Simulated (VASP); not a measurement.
# BN in VASP: notebook

The runs below take BN through single point, relaxation of cell and atoms, relaxation of the atoms, with revPBE+D3(BJ), LDA, B3LYP+D3(BJ), SVWN5, HSE06.

Everything below comes from runs of VASP 6.6.1. Logs are shortened: lines on timing, memory, paths and dates and some standing lists are left out, and cuts for length are marked.

### Step 1. The cell of the first run

The typed cell holds 2 atoms: a = 2.564 Å, b = 2.564 Å, c = 2.564 Å, α = 60.00°, β = 60.00°, γ = 60.00°.

### Step 2. Single point, revPBE+D3(BJ), collinear spin, zero start (atoms moved at random)

The input, INCAR:

```
SYSTEM = BN
PREC     = Accurate       ! precision mode
ENCUT    = 520            ! plane-wave cutoff, eV
EDIFF    = 1E-6           ! SCF threshold, eV
ISMEAR   = -1             ! smearing method
SIGMA    = 0.1            ! smearing width, eV
LREAL    = .False.        ! projectors in reciprocal space
LASPH    = .True.         ! aspherical terms in the spheres
NELM     = 150            ! most SCF steps
ALGO     = Normal         ! electronic algorithm
ISIF     = 2              ! what is computed and relaxed
LWAVE    = .False.        ! write WAVECAR
LCHARG   = .False.        ! write CHGCAR
ISPIN    = 2              ! spin polarisation
MAGMOM   = 0 0            ! initial moments
LORBIT   = 11             ! projections on sites
GGA      = RE             ! functional
IVDW     = 12             ! dispersion correction
NBANDS   = 15             ! bands
```

The input, KPOINTS:

```
Automatic mesh
0
Gamma
  10 10 10
  0 0 0
```

The input, POSCAR:

```
BN
1.0
    0.0000000000      1.8130010000      1.8130010000
    1.8130010000      0.0000000000      1.8130010000
    1.8130010000      1.8130010000      0.0000000000
N B
1 1
Direct
    0.2464314707      0.2322772076      0.2723500998
   -0.0037314707     -0.0175402076      0.0222929002
```

Potentials or basis: VASP PAW PBE potentials, release 64 (N, B).

Started as:

```bash
$ cat potpaw_PBE.64/N/POTCAR potpaw_PBE.64/B/POTCAR > POTCAR
$ mpirun -np 1 vasp_std > vasp.out
```

OUTCAR:

```text
SYSTEM = BN
   PREC = Accurate
   ENCUT = 520
   EDIFF = 1E-6
   ISMEAR = -1
   LREAL = .False.
   LASPH = .True.
   NELM = 150
   ISIF = 2
   ISPIN = 2
   LORBIT = 11
   GGA = RE
   IVDW = 12
 IVDW          = 12

 ion  position               nearest neighbor table
   1  0.246  0.232  0.272-   2 1.57   2 1.57   2 1.57   2 1.57
   2  0.996  0.982  0.022-   1 1.57   1 1.57   1 1.57   1 1.57

  LATTYP: Found a face centered cubic cell.
 ALAT       =     3.6260020000

  Lattice vectors:

 A1 = (   0.0000000000,   1.8130010000,   1.8130010000)
 A2 = (   1.8130010000,   0.0000000000,   1.8130010000)
 A3 = (   1.8130010000,   1.8130010000,   0.0000000000)

Analysis of symmetry for initial positions (statically):
=====================================================================
 Subroutine PRICEL returns:
 Original cell was already a primitive cell.

 Routine SETGRP: Setting up the symmetry group for a
 face centered cubic supercell.

 Subroutine GETGRP returns: Found  1 space group operations
 (whereof  1 operations were pure point group operations)
 out of a pool of 48 trial point group operations.

The static configuration has the point symmetry C_1 .

Analysis of symmetry for dynamics (positions and initial velocities):
=====================================================================
 Subroutine PRICEL returns:
 Original cell was already a primitive cell.

 Routine SETGRP: Setting up the symmetry group for a
 face centered cubic supercell.

 Subroutine GETGRP returns: Found  1 space group operations
 (whereof  1 operations were pure point group operations)
 out of a pool of 48 trial point group operations.

The dynamic configuration has the point symmetry C_1 .

Analysis of structural, dynamic, and magnetic symmetry:
=====================================================================
 Subroutine PRICEL returns:
 Original cell was already a primitive cell.

 Routine SETGRP: Setting up the symmetry group for a
 face centered cubic supercell.

 Subroutine GETGRP returns: Found  1 space group operations
 (whereof  1 operations were pure point group operations)
 out of a pool of 48 trial point group operations.

The overall configuration has the point symmetry C_1 .

 Subroutine INISYM returns: Found  1 space group operations
 (whereof  1 operations are pure point group operations),
 and found     1 'primitive' translations

----------------------------------------------------------------------------------------

                                     Primitive cell

  volume of cell :      11.9186
[... 138 lines left out ...]
 E-fermi :   9.2488     XC(G=0): -12.7103

 val. band max:        7.3837647018   @ k =   0.0000   0.0000   0.0000
 cond. band min:      11.8470599051   @ k =   0.5000   0.5000   0.0000
 fundamental gap:      4.4632952033
 Fermi energy:         9.2488461999

 spin component 1

 k-point     1 :       0.0000    0.0000    0.0000
  band No.  band energies     occupation
      1     -12.8015      1.00000
      2       7.3755      1.00000
      3       7.3792      1.00000
      4       7.3838      1.00000
      5      16.1979      0.00000
      6      16.2015      0.00000
      7      16.2045      0.00000
      8      17.5727      0.00000
      9      32.0573      0.00000
     10      34.9760      0.00000
     11      34.9760      0.00000
     12      35.6733      0.00000
     13      35.6774      0.00000
     14      35.6809      0.00000
[... 403 lines left out ...]
      4       6.6321      1.00000
      5      15.7297      0.00000
      6      17.2198      0.00000
      7      17.2248      0.00000
      8      18.4223      0.00000
      9      29.3677      0.00000
     10      32.9497      0.00000
     11      35.4289      0.00000
     12      36.5269      0.00000
     13      36.5333      0.00000
     14      39.6102      0.00000
     15      46.0442      0.00000

 [... further k-points ...]

 spin component 2

 k-point     1 :       0.0000    0.0000    0.0000
  band No.  band energies     occupation
      1     -12.8015      1.00000
      2       7.3756      1.00000
      3       7.3793      1.00000
      4       7.3837      1.00000
      5      16.1979      0.00000
      6      16.2015      0.00000
      7      16.2045      0.00000
      8      17.5727      0.00000
      9      32.0573      0.00000
     10      34.9760      0.00000
     11      34.9760      0.00000
     12      35.6733      0.00000
     13      35.6775      0.00000
     14      35.6809      0.00000
[... 403 lines left out ...]
      4       6.6321      1.00000
      5      15.7297      0.00000
      6      17.2198      0.00000
      7      17.2248      0.00000
      8      18.4223      0.00000
      9      29.3677      0.00000
     10      32.9497      0.00000
     11      35.4288      0.00000
     12      36.5269      0.00000
     13      36.5333      0.00000
     14      39.6102      0.00000
     15      46.0442      0.00000

 [... further k-points ...]

------------------------ aborting loop because EDIFF is reached ----------------------------------------

 Edisp (eV)   -0.85452

 E8    (eV) :    -0.5019

  FORCE on cell =-STRESS in cart. coord.  units (eV):
  Direction    XX          YY          ZZ          XY          YZ          ZX
  --------------------------------------------------------------------------------------
  -------------------------------------------------------------------------------------
  Total      -0.53393    -0.53394    -0.53393     0.00007     0.00039    -0.00068
  in kB     -71.77521   -71.77577   -71.77511     0.00942     0.05226    -0.09119
  external pressure =      -71.78 kB  Pullay stress =        0.00 kB

 VOLUME and BASIS-vectors are now :
 -----------------------------------------------------------------------------
  energy-cutoff  :      520.00
  volume of cell :       11.92
      direct lattice vectors                 reciprocal lattice vectors
     0.000000000  1.813001000  1.813001000    -0.275785838  0.275785838  0.275785838
     1.813001000  0.000000000  1.813001000     0.275785838 -0.275785838  0.275785838
     1.813001000  1.813001000  0.000000000     0.275785838  0.275785838 -0.275785838

 POSITION                                       TOTAL-FORCE (eV/Angst)
 -----------------------------------------------------------------------------------
      0.91489      0.94055      0.86790         0.005447     -0.009553      0.000860
      1.82162      1.84665      3.58744        -0.005447      0.009553     -0.000860
 -----------------------------------------------------------------------------------
    total drift:                                0.000028     -0.000020      0.000033

  FREE ENERGIE OF THE ION-ELECTRON SYSTEM (eV)
  ---------------------------------------------------
  free  energy   TOTEN  =       -17.6260649055 eV

  energy  without entropy=      -17.6260649054  energy(sigma->0) =      -17.62606491

 total charge

# of ion       s       p       d       tot
------------------------------------------
    1        1.217   2.756   0.000   3.973
    2        0.679   1.346   0.000   2.025
--------------------------------------------------
tot          1.896   4.102   0.000   5.998

 magnetization (x)

# of ion       s       p       d       tot
------------------------------------------
    1       -0.000   0.000   0.000  -0.000
    2       -0.000   0.000   0.000   0.000
--------------------------------------------------
tot         -0.000   0.000   0.000  -0.000
```

OSZICAR:

```text
N       E                     dE             d eps       ncg     rms          rms(c)
DAV:   1     0.139260098868E+02    0.13926E+02   -0.46504E+03 30970   0.528E+02
DAV:   2    -0.172016483339E+02   -0.31128E+02   -0.30211E+02 39676   0.144E+02
DAV:   3    -0.176770767155E+02   -0.47543E+00   -0.47518E+00 35084   0.145E+01
DAV:   4    -0.176774156356E+02   -0.33892E-03   -0.33892E-03 38297   0.449E-01
DAV:   5    -0.176774158647E+02   -0.22908E-06   -0.22901E-06 35700   0.110E-02    0.669E+00
DAV:   6    -0.168358335431E+02    0.84158E+00   -0.26173E+00 38199   0.717E+00    0.328E+00
DAV:   7    -0.167792535142E+02    0.56580E-01   -0.10054E-01 35504   0.208E+00    0.195E+00
DAV:   8    -0.167711018677E+02    0.81516E-02   -0.29302E-02 35490   0.100E+00    0.168E-01
DAV:   9    -0.167713801906E+02   -0.27832E-03   -0.12437E-03 34909   0.210E-01    0.808E-02
DAV:  10    -0.167715394977E+02   -0.15931E-03   -0.20326E-04 35378   0.900E-02    0.152E-02
DAV:  11    -0.167715472668E+02   -0.77692E-05   -0.10693E-05 39158   0.219E-02    0.108E-02
DAV:  12    -0.167715477015E+02   -0.43466E-06   -0.10111E-06 25489   0.610E-03
   1 F= -.17626065E+02 E0= -.17626065E+02  d E =-.164602E-09  mag=     0.0000
```

stdout:

```text
POSCAR found type information on POSCAR N B
 POSCAR found :  2 types and       2 ions
 scaLAPACK will be used
 -----------------------------------------------------------------------------
|                                                                             |
|                                                                             |
|     You enforced a specific xc type in the INCAR file but a different       |
|     I HOPE YOU KNOW WHAT YOU ARE DOING!                                     |
|                                                                             |
 -----------------------------------------------------------------------------

 LDA part: xc-table for (Slater+PW92), standard interpolation
 POSCAR, INCAR and KPOINTS ok, starting setup
 FFT: planning ... GRIDC
 FFT: planning ... GRID_SOFT
 FFT: planning ... GRID
 WAVECAR not read
 entering main loop
```

Wall time 87 s (1 thread of AMD EPYC 9R45 (Zen 5), shared host); peak memory 0.21 GiB.

Results:

| Property | Result |
| --- | --- |
| Free energy | -17.6261 eV |
| Pressure | -7.2 GPa |
| Largest force | 0.011 eV/Å |
| Band gap on the k mesh | 4.46 eV (least direct gap 8.81 eV) |
| Net moment | 0.00 μB per cell |
| Valence electrons inside the program's atomic spheres | N 3.97; B 2.02 |
| Dispersion energy per atom | -0.427 eV |

Forces in eV/Å, atoms in the order of the input:
```
N    0.005 -0.010  0.001
B   -0.005  0.010 -0.001
```

Caveat: the cell differs from its parent crystal (atoms moved at random); the cell stands under tension; the PAW data sets were made with another functional, which shifts forces and pressure a little. A k mesh can miss the band edges.

### Step 3. Relaxation of cell and atoms, LDA (atoms moved at random)

The input, INCAR:

```
SYSTEM = BN
ALGO     = Normal         ! electronic algorithm
EDIFF    = 1E-6           ! SCF threshold, eV
EDIFFG   = -0.01          ! ionic threshold
ENCUT    = 600            ! plane-wave cutoff, eV
IBRION   = 2              ! ionic algorithm
ISIF     = 3              ! what is computed and relaxed
ISMEAR   = -1             ! smearing method
LASPH    = .TRUE.         ! aspherical terms in the spheres
LCHARG   = .FALSE.        ! write CHGCAR
LREAL    = .FALSE.        ! projectors in reciprocal space
LWAVE    = .FALSE.        ! write WAVECAR
NELM     = 100            ! most SCF steps
NSW      = 60             ! ionic steps
PREC     = Accurate       ! precision mode
SIGMA    = 0.05           ! smearing width, eV
```

The input, KPOINTS:

```
k-points
0
G
  10 10 10
  0 0 0
```

The input, POSCAR:

```
BN
1.0
    0.0000000000      1.8130010000      1.8130010000
    1.8130010000      0.0000000000      1.8130010000
    1.8130010000      1.8130010000      0.0000000000
N B
1 1
Direct
    0.2708910000      0.2397090000      0.2217090000
   -0.0027000000     -0.0302510000      0.0090000000
```

Potentials or basis: VASP PAW LDA potentials, release 64 (N, B).

Started as:

```bash
$ cat potpaw_LDA.64/N/POTCAR potpaw_LDA.64/B/POTCAR > POTCAR
$ mpirun -np 1 vasp_std > vasp.out
```

Run time: 96 s. Hardware: 1 thread of AMD EPYC 9R45 (Zen 5), shared host; peak memory 0.14 GiB.

The run converged. Its results:

- Free energy: -19.4176 eV
- Relaxed volume: 5.75 Å³/atom
- Relaxed cell: a = 2.533 Å, b = 2.533 Å, c = 2.533 Å, α = 60.00°, β = 60.00°, γ = 60.01°
- Space group after relaxing (to 0.1 Å): F-43m (No. 216)
- Energy gained by relaxing: 52.1 meV/atom
- Ionic steps: 8
- Pressure after relaxing: 0.0 GPa
- Band gap on the k mesh: 4.37 eV (least direct gap 8.81 eV)

Stress tensor (GPa, compression positive):
```
-0.04 -0.03  0.06
-0.03 -0.05  0.05
 0.06  0.05  0.08
```

The path:
```csv
step,energy change (eV),largest force (eV/Å),pressure (GPa),volume (Å³)
1,0.0000,1.8771,-11.48,11.92
2,0.0226,2.5354,14.07,11.20
3,-0.1023,0.2648,-2.05,11.56
4,-0.1024,0.2724,-1.80,11.55
5,-0.1013,0.3490,2.37,11.43
6,-0.1041,0.0560,-0.07,11.50
7,-0.1042,0.0555,0.06,11.49
8,-0.1042,0.0011,0.00,11.50
```

Final structure:
```xyz
2
Lattice="-0.0001 1.7913 1.7909 1.7913 0.0000 1.7909 1.7914 1.7915 -0.0002" Properties=species:S:1:pos:R:3 pbc="T T T"
N     0.8421    0.8947    0.8754
B     3.5291    1.7904    1.7707
```

Levels at points of the mesh, in eV from the valence-band top:
| k point | band 1 | band 2 | band 3 | band 4 | band 5 | band 6 | band 7 | band 8 |
| --- | --- | --- | --- | --- | --- | --- | --- | --- |
| (0.00, 0.00, 0.00) | -20.38 | 0.00 | 0.00 | 0.00 | 8.81 | 8.81 | 8.81 | 10.88 |
| (0.50, 0.00, 0.00) | -15.97 | -10.96 | -2.00 | -2.00 | 10.56 | 10.71 | 10.71 | 15.29 |
| (0.00, 0.50, 0.00) | -15.97 | -10.96 | -2.00 | -2.00 | 10.56 | 10.71 | 10.71 | 15.29 |
| (0.00, 0.00, 0.50) | -15.97 | -10.96 | -2.00 | -2.00 | 10.57 | 10.71 | 10.71 | 15.29 |
| (0.50, 0.50, 0.50) | -15.97 | -10.96 | -2.00 | -2.00 | 10.56 | 10.71 | 10.71 | 15.29 |
| (0.50, 0.50, 0.00) | -14.55 | -9.06 | -5.06 | -5.06 | 4.37 | 9.29 | 18.11 | 18.11 |
| (0.00, 0.50, 0.50) | -14.55 | -9.06 | -5.06 | -5.06 | 4.38 | 9.30 | 18.11 | 18.11 |
| (0.50, 0.00, 0.50) | -14.56 | -9.06 | -5.06 | -5.06 | 4.38 | 9.30 | 18.11 | 18.11 |

Caveat: the cell differs from its parent crystal (atoms moved at random).

### Step 4. Single point, B3LYP+D3(BJ)

This run uses another cell than the first one, of 5.79 Å³/atom.

The input, POSCAR:

```
BN
1.0
    0.0000000000      1.7956474090      1.7956474090
    1.7956474090      0.0000000000      1.7956474090
    1.7956474090      1.7956474090      0.0000000000
N B
1 1
Direct
    0.2500000000      0.2500000000      0.2500000000
    0.0000000000      0.0000000000      0.0000000000
```

The input, INCAR.step1:

```
PREC     = Accurate       # precision mode
ENCUT    = 520            # plane-wave cutoff, eV
EDIFF    = 1E-5           # SCF threshold, eV
ISMEAR   = 0              # smearing method
SIGMA    = 0.01           # smearing width, eV
LREAL    = False          # projectors in reciprocal space
LASPH    = True           # aspherical terms in the spheres
NELM     = 100            # most SCF steps
ALGO     = Normal         # electronic algorithm
ISIF     = 2              # what is computed and relaxed
LWAVE    = True           # write WAVECAR
LCHARG   = False          # write CHGCAR
NBANDS   = 11             # bands
GGA      = PE             # functional
```

The input, INCAR.step2:

```
PREC     = Accurate       # precision mode
ENCUT    = 520            # plane-wave cutoff, eV
EDIFF    = 1E-6           # SCF threshold, eV
ISMEAR   = 0              # smearing method
SIGMA    = 0.01           # smearing width, eV
LREAL    = False          # projectors in reciprocal space
LASPH    = True           # aspherical terms in the spheres
NELM     = 100            # most SCF steps
ALGO     = Normal         # electronic algorithm
ISIF     = 2              # what is computed and relaxed
LWAVE    = False          # write WAVECAR
LCHARG   = False          # write CHGCAR
GGA      = B3             # functional
LHFCALC  = True           # exact exchange
AEXX     = 0.2            # exact-exchange fraction
AGGAX    = 0.72         
AGGAC    = 0.81         
ALDAC    = 0.19         
PRECFOCK = Normal       
IVDW     = 12             # dispersion correction
NBANDS   = 11             # bands
ISTART   = 1
```

The input, KPOINTS:

```
Automatic mesh
0
Gamma
  8 8 8
```

Potentials or basis: VASP PAW PBE potentials, release 64 (N, B).

Started as:

```bash
$ cat potpaw_PBE.64/N/POTCAR potpaw_PBE.64/B/POTCAR > POTCAR
$ cp INCAR.step1 INCAR
$ mpirun -np 1 vasp_std > vasp.out
$ cp INCAR.step2 INCAR
$ mpirun -np 1 vasp_std > vasp.out
```

Run time: 9.5 min. Hardware: 1 thread of AMD EPYC 9R45 (Zen 5), shared host; peak memory 0.11 GiB.

The run converged. Its results:

| Quantity | Value |
| --- | --- |
| Free energy | -20.4078 eV |
| Pressure | -0.7 GPa |
| Band gap on the k mesh | 6.59 eV (least direct gap 11.05 eV) |
| Dispersion energy per atom | -0.347 eV |

Levels at points of the mesh, in eV from the valence-band top:
```tsv
k point	band 2	band 3	band 4	band 5	band 6	band 7
(0.00, 0.00, 0.00)	0.00	0.00	0.00	11.05	11.05	11.05
(0.50, 0.00, 0.00)	-11.43	-2.09	-2.09	12.66	13.07	13.07
(0.50, 0.50, 0.00)	-9.58	-5.26	-5.26	6.59	11.50	20.90
```

Caveat: three body term missing; the PAW data sets were made with another functional, which shifts forces and pressure a little. A k mesh can miss the band edges.

### Step 5. Single point, B3LYP+D3(BJ)

The input, POSCAR:

```
BN
1.0
    0.0000000000      1.8130010000      1.8130010000
    1.8130010000      0.0000000000      1.8130010000
    1.8130010000      1.8130010000      0.0000000000
N B
1 1
Direct
    0.2500000000      0.2500000000      0.2500000000
    0.0000000000      0.0000000000      0.0000000000
```

The input, INCAR.step1:

```
ALGO = Normal
EDIFF = 1E-5
ENCUT = 520
GGA = PE
ISIF = 2
ISMEAR = 0
LASPH = T
LCHARG = F
LREAL = F
LWAVE = T
NBANDS = 11
NELM = 100
PREC = Accurate
SIGMA = 0.01
```

The input, INCAR.step2:

```
AEXX = 0.2
AGGAC = 0.81
AGGAX = 0.72
ALDAC = 0.19
ALGO = Normal
EDIFF = 1E-6
ENCUT = 520
GGA = B3
ISIF = 2
ISMEAR = 0
ISTART = 1
IVDW = 12
LASPH = T
LCHARG = F
LHFCALC = T
LREAL = F
LWAVE = F
NBANDS = 11
NELM = 100
PREC = Accurate
PRECFOCK = Normal
SIGMA = 0.01
```

The input, KPOINTS:

```
k-points
0
Gamma
  8 8 8
```

Started as:

```bash
$ cat potpaw_PBE.64/N/POTCAR potpaw_PBE.64/B/POTCAR > POTCAR
$ cp INCAR.step1 INCAR
$ mpirun -np 1 vasp_std > vasp.out
$ cp INCAR.step2 INCAR
$ mpirun -np 1 vasp_std > vasp.out
```

Run time: 17 min. Hardware: 1 thread of Oxide Virtual Turin-like, shared host; peak memory 0.11 GiB.

Results (log left out):

```
Free energy                : -20.3949 eV
Pressure                   : -11.6 GPa
Band gap on the k mesh     : 6.54 eV (least direct gap 10.90 eV)
Dispersion energy per atom : -0.337 eV
```

Levels at points of the mesh, in eV from the valence-band top:
| k point | band 1 | band 2 | band 3 | band 4 | band 5 | band 6 | band 7 | band 8 |
| --- | --- | --- | --- | --- | --- | --- | --- | --- |
| (0.00, 0.00, 0.00) | -21.42 | 0.00 | 0.00 | 0.00 | 10.90 | 10.90 | 10.90 | 12.59 |
| (0.50, 0.00, 0.00) | -17.07 | -11.16 | -2.04 | -2.04 | 12.26 | 12.90 | 12.90 | 17.77 |
| (0.50, 0.50, 0.00) | -15.64 | -9.39 | -5.11 | -5.11 | 6.54 | 11.32 | 20.43 | 20.43 |

Caveat: three body term missing; the cell stands under tension; the PAW data sets were made with another functional, which shifts forces and pressure a little. A k mesh can miss the band edges.

(Part 1 of 2 ends here.)
